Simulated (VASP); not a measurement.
# PbS (Fm-3m) in VASP: notebook

Runs on PbS. Level: PBE. Tasks: single point.

Everything below comes from runs of VASP 6.6.1. Logs are shortened: lines on timing, memory, paths and dates and some standing lists are left out, and cuts for length are marked.

### 1 The cell of the first run

Symmetry: Fm-3m, No. 225, cubic system. The conventional cell has a = 5.974 Å, b = 5.974 Å, c = 5.974 Å, α = 90.00°, β = 90.00°, γ = 90.00°. Within 3.9 Å of Pb (site symmetry m-3m) lie 6 S at 2.99 Å. S (site symmetry m-3m) has 6 Pb at 2.99 Å within 3.9 Å.

### 2 Single point, PBE

File INCAR:

```
SYSTEM = PbS
ALGO = Normal
EDIFF = 1E-6
ENCUT = 520
GGA = PE
ISIF = 2
ISMEAR = 0
LASPH = .True.
LCHARG = .False.
LREAL = .False.
LWAVE = .False.
NBANDS = 17
NELM = 80
PREC = Accurate
SIGMA = 0.01
```

File KPOINTS:

```
k-points
0
Gamma
  4 4 4
  0 0 0
```

File POSCAR:

```
PbS
1.0
    0.0000000000      2.9872327164      2.9872327164
    2.9872327164      0.0000000000      2.9872327164
    2.9872327164      2.9872327164      0.0000000000
Pb S
1 1
Direct
    0.0000000000      0.0000000000      0.0000000000
    0.5000000000      0.5000000000      0.5000000000
```

Potentials or basis: VASP PAW PBE potentials, release 64 (Pb_d, S).

Started as:

```
$ cat potpaw_PBE.64/Pb_d/POTCAR potpaw_PBE.64/S/POTCAR > POTCAR
$ mpirun -np 1 vasp_std > vasp.out
```

OUTCAR:

```text
SYSTEM = PbS
   EDIFF = 1E-6
   ENCUT = 520
   GGA = PE
   ISIF = 2
   ISMEAR = 0
   LASPH = .True.
   LREAL = .False.
   NELM = 80
   PREC = Accurate

 ion  position               nearest neighbor table
   1  0.000  0.000  0.000-   2 2.99   2 2.99   2 2.99   2 2.99   2 2.99   2 2.99
   2  0.500  0.500  0.500-   1 2.99   1 2.99   1 2.99   1 2.99   1 2.99   1 2.99

  LATTYP: Found a face centered cubic cell.
 ALAT       =     5.9744654328

  Lattice vectors:

 A1 = (   0.0000000000,   2.9872327164,   2.9872327164)
 A2 = (   2.9872327164,   0.0000000000,   2.9872327164)
 A3 = (   2.9872327164,   2.9872327164,   0.0000000000)

Analysis of symmetry for initial positions (statically):
=====================================================================
 Subroutine PRICEL returns:
 Original cell was already a primitive cell.

 Routine SETGRP: Setting up the symmetry group for a
 face centered cubic supercell.

 Subroutine GETGRP returns: Found 48 space group operations
 (whereof 48 operations were pure point group operations)
 out of a pool of 48 trial point group operations.

The static configuration has the point symmetry O_h .

Analysis of symmetry for dynamics (positions and initial velocities):
=====================================================================
 Subroutine PRICEL returns:
 Original cell was already a primitive cell.

 Routine SETGRP: Setting up the symmetry group for a
 face centered cubic supercell.

 Subroutine GETGRP returns: Found 48 space group operations
 (whereof 48 operations were pure point group operations)
 out of a pool of 48 trial point group operations.

The dynamic configuration has the point symmetry O_h .

 Subroutine INISYM returns: Found 48 space group operations
 (whereof 48 operations are pure point group operations),
 and found     1 'primitive' translations

----------------------------------------------------------------------------------------

                                     Primitive cell

  volume of cell :      53.3135

  direct lattice vectors                    reciprocal lattice vectors
     0.000000000  2.987232716  2.987232716    -0.167378992  0.167378992  0.167378992
     2.987232716  0.000000000  2.987232716     0.167378992 -0.167378992  0.167378992
     2.987232716  2.987232716  0.000000000     0.167378992  0.167378992 -0.167378992

  length of vectors
     4.224585021  4.224585021  4.224585021     0.289908918  0.289908918  0.289908918

  position of ions in fractional coordinates (direct lattice)
     0.000000000  0.000000000  0.000000000
     0.500000000  0.500000000  0.500000000

  ion indices of the primitive-cell ions
   primitive index   ion index
                 1           1
                 2           2

----------------------------------------------------------------------------------------

 KPOINTS: k-points

Automatic generation of k-mesh.
 Grid dimensions read from file:
 generate k-points for:    4    4    4

 Generating k-lattice:

  Cartesian coordinates                     Fractional coordinates (reciprocal lattice)
    -0.041844748  0.041844748  0.041844748     0.250000000  0.000000000  0.000000000
     0.041844748 -0.041844748  0.041844748     0.000000000  0.250000000  0.000000000
     0.041844748  0.041844748 -0.041844748     0.000000000  0.000000000  0.250000000

  Length of vectors
     0.072477229  0.072477229  0.072477229

  Shift w.r.t. Gamma in fractional coordinates (k-lattice)
     0.000000000  0.000000000  0.000000000

 Subroutine IBZKPT returns following result:
 ===========================================

 Found      8 irreducible k-points:

 Following reciprocal coordinates:
            Coordinates               Weight
  0.000000  0.000000  0.000000      1.000000
  0.250000  0.000000  0.000000      8.000000
  0.500000  0.000000  0.000000      4.000000
  0.250000  0.250000  0.000000      6.000000
  0.500000  0.250000  0.000000     24.000000
 -0.250000  0.250000  0.000000     12.000000
  0.500000  0.500000  0.000000      3.000000
 -0.250000  0.500000  0.250000      6.000000
   k-points           NKPTS =      8   k-points in BZ     NKDIM =      8   number of bands    NBANDS=     17
   number of dos      NEDOS =    301   number of ions     NIONS =      2
   total plane-waves  NPLWV =  32768
   dimension x,y,z NGX =    32 NGY =   32 NGZ =   32
   dimension x,y,z NGXF=    64 NGYF=   64 NGZF=   64
   ions per type =               1   1
   NGX,Y,Z   is equivalent  to a cutoff of  12.59, 12.59, 12.59 a.u.
   NGXF,Y,Z  is equivalent  to a cutoff of  25.19, 25.19, 25.19 a.u.
 SYSTEM =  PbS
   PREC   = accura    normal or accurate (medium, high low for compatibility)
   ISTART =      0    job   : 0-new  1-cont  2-samecut
   ICHARG =      2    charge: 1-file 2-atom 10-const
   ISPIN  =      1    spin polarized calculation?
   LNONCOLLINEAR =      F non collinear calculations
   LSORBIT =      F    spin-orbit coupling
   LASPH  =      T    aspherical Exc in radial PAW
   ENCUT  =  520.0 eV  38.22 Ry    6.18 a.u.   7.85  7.85  7.85*2*pi/ulx,y,z
   NELM   =     80;   NELMIN=  2; NELMDL= -5     # of ELM steps
   EDIFF  = 0.1E-05   stopping-criterion for ELM
   LREAL  =      F    real-space projection
   EDIFFG = 0.1E-04   stopping-criterion for IOM
   NSW    =      0    number of steps for IOM
   IBRION =     -1    ionic relax: 0-MD 1-quasi-New 2-CG
   NFREE  =      0    steps in history (QN), initial steepest desc. (CG)
   ISIF   =      2    stress and relaxation
   ISYM   =      2    0-nonsym 1-usesym 2-fastsym
   POTIM  = 0.5000    time-step for ionic-motion
   TEBEG  =    0.0;   TEEND  =   0.0 temperature during run
   PSTRESS=    0.0 pullay stress
   NELECT =      20.0000    total number of electrons
   NUPDOWN=      -1.0000    fix difference up-down
   EMIN   =  10.00;   EMAX   =-10.00  energy-range for DOS
   EFERMI =   0.00;   METHOD = LEGACY
   ISMEAR =     0;   SIGMA  =   0.01  broadening in eV -4-tet -1-fermi 0-gaus
   EFERMI_NEDOS =   21; number of points for ismear=-14 and -15
   IALGO  =     38    algorithm
   IMIX   =      4    mixing-type and parameters
     AMIX     =   0.40;   BMIX     =  1.00
     AMIX_MAG =   1.60;   BMIX_MAG =  1.00
  volume/ion in A,a.u.               =      26.66       179.89
  Fermi-wavevector in a.u.,A,eV,Ry     =   1.180699  2.231197 18.967196  1.394050
  Thomas-Fermi vector in A             =   2.316986
   LORBIT       =      0    0 simple, 1 ext, 2 COOP (PROOUT), +10 PAW based schemes
   GGA     = PE    functional components
   LHFCALC =     F    Hartree Fock is set to
   AEXX    =    0.0000 exact exchange contribution
   IVDW    =     0    specifies the selected vdW correction
   LEPSILON=     F    determine dielectric tensor
   LRPA    =     F    only Hartree local field effects (RPA)
 non-spin polarized calculation
 Gauss-broadening in eV      SIGMA  =   0.01
  energy-cutoff  :      520.00
  volume of cell :       53.31
 maximum number of plane-waves:      1459
   NGX = 15   NGY = 15   NGZ = 15

 number of electron      20.0000001 magnetization

 Free energy of the ion-electron system (eV)
  ---------------------------------------------------
  ext. energy  EPLUGINS =         0.00000000
  ---------------------------------------------------
  free energy    TOTEN  =        -8.75388873 eV

  energy without entropy =       -8.75388873  energy(sigma->0) =       -8.75388873

 E-fermi :   5.6042     XC(G=0):  -9.5826

 val. band max:        5.5163736073   @ k =   0.5000   0.0000   0.0000
 cond. band min:       5.9571830115   @ k =   0.5000   0.0000   0.0000
 fundamental gap:      0.4408094042
 Fermi energy:         5.6042086473

 k-point     1 :       0.0000    0.0000    0.0000
  band No.  band energies     occupation
      1     -11.2501      2.00000
      2     -11.2501      2.00000
      3     -11.2501      2.00000
      4     -11.2333      2.00000
      5     -11.2333      2.00000
      6      -7.8646      2.00000
[... 9 lines left out ...]
     16      12.3248      0.00000
     17      14.2525      0.00000

 k-point     2 :       0.2500    0.0000    0.0000
  band No.  band energies     occupation
      1     -11.2517      2.00000
      2     -11.2517      2.00000
      3     -11.2479      2.00000
      4     -11.2245      2.00000
      5     -11.2245      2.00000
      6      -7.3801      2.00000
[... 9 lines left out ...]
     16      13.5281      0.00000
     17      17.3405      0.00000

 k-point     3 :       0.5000    0.0000    0.0000
  band No.  band energies     occupation
      1     -11.2644      2.00000
      2     -11.2644      2.00000
      3     -11.2466      2.00000
      4     -11.2045      2.00000
      5     -11.2045      2.00000
      6      -6.6760      2.00000
[... 9 lines left out ...]
     16      15.6973      0.00000
     17      16.0408      0.00000

 k-point     4 :       0.2500    0.2500    0.0000
  band No.  band energies     occupation
      1     -11.2853      2.00000
      2     -11.2616      2.00000
      3     -11.2227      2.00000
      4     -11.2227      2.00000
      5     -11.2214      2.00000
      6      -7.2014      2.00000
[... 9 lines left out ...]
     16      15.5196      0.00000
     17      15.5865      0.00000

 k-point     5 :       0.5000    0.2500    0.0000
  band No.  band energies     occupation
      1     -11.3130      2.00000
      2     -11.2510      2.00000
      3     -11.2354      2.00000
      4     -11.2143      2.00000
      5     -11.2011      2.00000
      6      -6.4950      2.00000
[... 9 lines left out ...]
     16      16.3148      0.00000
     17      16.9382      0.00000

 k-point     6 :      -0.2500    0.2500    0.0000
  band No.  band energies     occupation
      1     -11.2772      2.00000
      2     -11.2480      2.00000
      3     -11.2367      2.00000
      4     -11.2206      2.00000
      5     -11.2204      2.00000
      6      -6.7411      2.00000
[... 9 lines left out ...]
     16      15.3682      0.00000
     17      16.2207      0.00000

 k-point     7 :       0.5000    0.5000    0.0000
  band No.  band energies     occupation
      1     -11.3710      2.00000
      2     -11.2732      2.00000
      3     -11.2095      2.00000
      4     -11.1940      2.00000
      5     -11.1940      2.00000
      6      -6.2812      2.00000
[... 9 lines left out ...]
     16      17.8167      0.00000
     17      17.8169      0.00000

 k-point     8 :      -0.2500    0.5000    0.2500
  band No.  band energies     occupation
      1     -11.3312      2.00000
      2     -11.2347      2.00000
      3     -11.2347      2.00000
      4     -11.2316      2.00000
      5     -11.1940      2.00000
      6      -6.2409      2.00000
[... 9 lines left out ...]
     16      17.4679      0.00000
     17      17.8093      0.00000

------------------------ aborting loop because EDIFF is reached ----------------------------------------

  FORCE on cell =-STRESS in cart. coord.  units (eV):
  Direction    XX          YY          ZZ          XY          YZ          ZX
  --------------------------------------------------------------------------------------
  -------------------------------------------------------------------------------------
  Total        0.3152306      0.3152306      0.3152306      0.0000000     -0.0000000      0.0000000
  in kB        9.4733097      9.4733097      9.4733097      0.0000000     -0.0000000      0.0000000
  external PRESSURE =       9.4733097 kB  Pullay stress =       0.0000000 kB

 VOLUME and BASIS-vectors are now :
 -----------------------------------------------------------------------------
  energy-cutoff  :      520.00
  volume of cell :       53.31
      direct lattice vectors                 reciprocal lattice vectors
     0.000000000  2.987232716  2.987232716    -0.167378992  0.167378992  0.167378992
     2.987232716  0.000000000  2.987232716     0.167378992 -0.167378992  0.167378992
     2.987232716  2.987232716  0.000000000     0.167378992  0.167378992 -0.167378992

 POSITION                                       TOTAL-FORCE (eV/Angst)
 -----------------------------------------------------------------------------------
      0.00000      0.00000      0.00000        -0.000000     -0.000000     -0.000000
      2.98723      2.98723      2.98723         0.000000      0.000000      0.000000
 -----------------------------------------------------------------------------------
    total drift:                                0.000000     -0.000000     -0.000000

  FREE ENERGIE OF THE ION-ELECTRON SYSTEM (eV)
  ---------------------------------------------------
  free  energy   TOTEN  =        -8.7538887294 eV

  energy  without entropy=       -8.7538887294  energy(sigma->0) =       -8.75388873
```

It took 6.4 s on 1 thread of Intel Xeon Platinum 8259CL at 2.50GHz (Skylake/Cascade Lake), shared host; peak memory 0.17 GiB.

What came out:

```
Free energy            : -8.7539 eV
Pressure               : 0.9 GPa
Band gap on the k mesh : 0.44 eV
```

Caveat: the k points lie up to 0.46 Å⁻¹ apart; spin-orbit coupling is left out, which moves the levels of the heavy elements. A k mesh can miss the band edges.

### 3 Single point, PBE

File INCAR:

```
SYSTEM = PbS
PREC     = Accurate       ! precision mode
ENCUT    = 520            ! plane-wave cutoff, eV
EDIFF    = 1E-6           ! SCF threshold, eV
ISMEAR   = 0              ! smearing method
SIGMA    = 0.01           ! smearing width, eV
LREAL    = .FALSE.        ! projectors in reciprocal space
LASPH    = .TRUE.         ! aspherical terms in the spheres
NELM     = 80             ! most SCF steps
ALGO     = Normal         ! electronic algorithm
ISIF     = 2              ! what is computed and relaxed
LWAVE    = .FALSE.        ! write WAVECAR
LCHARG   = .FALSE.        ! write CHGCAR
GGA      = PE             ! functional
NBANDS   = 17             ! bands
```

File KPOINTS:

```
regular mesh
0
G
  6 6 6
  0 0 0
```

POSCAR is that of step 2.

Potentials or basis: VASP PAW PBE potentials, release 64 (Pb_d, S).

Started as:

```
$ cat potpaw_PBE.64/Pb_d/POTCAR potpaw_PBE.64/S/POTCAR > POTCAR
$ mpirun -np 1 vasp_std > vasp.out
```

It took 9.6 s on 1 thread of Intel Xeon Platinum 8259CL at 2.50GHz (Skylake/Cascade Lake), shared host; peak memory 0.17 GiB.

Results (log left out):

| Property | Result |
| --- | --- |
| Free energy | -8.7686 eV |
| Pressure | 0.8 GPa |
| Band gap on the k mesh | 0.44 eV |

Levels at points of the mesh, in eV from the valence-band top:
| k point | band 6 | band 7 | band 8 | band 9 | band 10 | band 11 | band 12 | band 13 | band 14 | band 15 |
| --- | --- | --- | --- | --- | --- | --- | --- | --- | --- | --- |
| (0.00, 0.00, 0.00) | -13.38 | -6.05 | -2.04 | -2.04 | -2.04 | 5.17 | 5.17 | 5.17 | 6.81 | 6.81 |
| (0.50, 0.00, 0.00) | -12.19 | -8.70 | -1.67 | -1.67 | 0.00 | 0.44 | 2.03 | 2.03 | 8.66 | 10.18 |
| (0.50, 0.50, 0.00) | -11.80 | -7.15 | -4.99 | -3.28 | -3.28 | 3.98 | 5.53 | 5.63 | 5.63 | 11.18 |

Caveat: spin-orbit coupling is left out, which moves the levels of the heavy elements. A k mesh can miss the band edges.

### 4 Single point, PBE

File INCAR:

```
PREC = Accurate
ENCUT = 520
EDIFF = 1E-7
ISMEAR = 0
SIGMA = 0.01
LREAL = F
LASPH = T
NELM = 80
ALGO = Normal
ISIF = 2
LWAVE = F
LCHARG = F
GGA = PE
NBANDS = 17
```

File KPOINTS:

```
regular mesh
0
Gamma
  6 6 6
```

POSCAR is that of step 3.

Potentials or basis: VASP PAW PBE potentials, release 64 (Pb_d, S).

Started as:

```
$ cat potpaw_PBE.64/Pb_d/POTCAR potpaw_PBE.64/S/POTCAR > POTCAR
$ mpirun -np 1 vasp_std > vasp.out
```

OUTCAR:

```text
PREC = Accurate
   ENCUT = 520
   EDIFF = 1E-7
   ISMEAR = 0
   LREAL = F
   LASPH = T
   NELM = 80
   ISIF = 2
   GGA = PE

 ion  position               nearest neighbor table
   1  0.000  0.000  0.000-   2 2.99   2 2.99   2 2.99   2 2.99   2 2.99   2 2.99
   2  0.500  0.500  0.500-   1 2.99   1 2.99   1 2.99   1 2.99   1 2.99   1 2.99

  LATTYP: Found a face centered cubic cell.
 ALAT       =     5.9744654328

  Lattice vectors:
[... 494 lines left out ...]
     16      17.3187      0.00000
     17      17.8103      0.00000

------------------------ aborting loop because EDIFF is reached ----------------------------------------

  FORCE on cell =-STRESS in cart. coord.  units (eV):
  Direction    XX          YY          ZZ          XY          YZ          ZX
  --------------------------------------------------------------------------------------
  -------------------------------------------------------------------------------------
  Total        0.2828405      0.2828405      0.2828405     -0.0000000      0.0000000      0.0000000
  in kB        8.4999248      8.4999248      8.4999248     -0.0000000      0.0000000      0.0000000
  external PRESSURE =       8.4999248 kB  Pullay stress =       0.0000000 kB

 VOLUME and BASIS-vectors are now :
 -----------------------------------------------------------------------------
  energy-cutoff  :      520.00
  volume of cell :       53.31
      direct lattice vectors                 reciprocal lattice vectors
     0.000000000  2.987232716  2.987232716    -0.167378992  0.167378992  0.167378992
     2.987232716  0.000000000  2.987232716     0.167378992 -0.167378992  0.167378992
     2.987232716  2.987232716  0.000000000     0.167378992  0.167378992 -0.167378992

 POSITION                                       TOTAL-FORCE (eV/Angst)
 -----------------------------------------------------------------------------------
      0.00000      0.00000      0.00000         0.000000      0.000000     -0.000000
      2.98723      2.98723      2.98723         0.000000     -0.000000      0.000000
 -----------------------------------------------------------------------------------
    total drift:                                0.000000     -0.000000     -0.000000

  FREE ENERGIE OF THE ION-ELECTRON SYSTEM (eV)
  ---------------------------------------------------
  free  energy   TOTEN  =        -8.7686299498 eV

  energy  without entropy=       -8.7686299498  energy(sigma->0) =       -8.76862995
```

Run time: 10 s. Hardware: 1 thread of Intel Xeon Platinum 8259CL at 2.50GHz (Skylake/Cascade Lake), shared host; peak memory 0.17 GiB.

What came out:

- Free energy: -8.7686 eV
- Pressure: 0.8 GPa
- Band gap on the k mesh: 0.44 eV

Caveat: spin-orbit coupling is left out, which moves the levels of the heavy elements. A k mesh can miss the band edges.
